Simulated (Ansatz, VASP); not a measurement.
# ZnS in VASP and in Ansatz

```
CELL_PARAMETERS angstrom
0.00000 2.64834 2.64834
2.64834 0.00000 2.64834
2.64834 2.64834 0.00000
ATOMIC_POSITIONS crystal
Zn 0.00000 0.00000 0.00000
S 0.75000 0.75000 0.75000
```

Alike in both runs: functional LDA; k mesh 10 × 10 × 10; occupations gaussian, width 0.02 eV; no spin polarisation.

Ansatz relaxed the structure, and its values are those at the end. VASP's run is a single point on that final structure, the one shown.

|  | VASP | Ansatz |
| --- | --- | --- |
| version | VASP 6.6.1 | Ansatz 0.2.0 |
| potentials or method | VASP PAW LDA potentials, release 64 (Zn, S), cutoff 520 eV | scalar-relativistic, plane waves, PAW |
| valence electrons in the cell | 18 | 18 |

|  | VASP | Ansatz | Ansatz less VASP |
| --- | --- | --- | --- |
| gap on the k mesh at the Fermi level (eV) | 2.16 | 2.13 | -0.035 |
| least direct gap on the mesh (eV) | 2.16 | 2.13 | -0.035 |
| pressure (GPa) | 0.2 | 0.0 | -0.24 |

LDA's correlation is that of Perdew and Zunger in VASP and of Perdew and Wang (1992) in Ansatz.
